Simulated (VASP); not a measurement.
HgTe, 2 atoms in the cell. It takes space group Imm2 (No. 44, orthorhombic). Conventional cell: a = 4.533 Å, b = 4.770 Å, c = 6.578 Å, α = 90.00°, β = 90.00°, γ = 90.00°. Hg (site symmetry mm2) has 4 Te at 2.84 to 2.86 Å within 3.7 Å. Te (site symmetry mm2) has 4 Hg at 2.84 to 2.86 Å within 3.7 Å.  This cell differs from its parent crystal: shear xy strain +5.1%.

- Program: VASP 6.6.1
- Task: single point
- Functional: PBE
- Potentials or basis: VASP PAW PBE potentials, release 64 (Hg, Te)
- Cutoff: 520 eV
- k mesh: 6 × 6 × 6
- Occupations: fermi-dirac, width 0.02 eV
- Spin: no spin polarisation
- Dipole correction: no
- Further INCAR settings: ALGO = Normal; EDIFF = 1e-07; NBANDS = 16

Potentials or basis: VASP PAW PBE potentials, release 64 (Hg, Te).

Command:

```sh
$ cat potpaw_PBE.64/Hg/POTCAR potpaw_PBE.64/Te/POTCAR > POTCAR
$ mpirun -np 1 vasp_std > vasp.out
```

Hardware: 1 thread of Intel Xeon 8259CL, on a shared host.

Problem. How long does it take, and how much memory?

Solution. Wall time 39 s on 1 thread of Intel Xeon 8259CL, on a shared host, peak memory 0.23 GiB. Counts: scf iterations 13, k points 46.
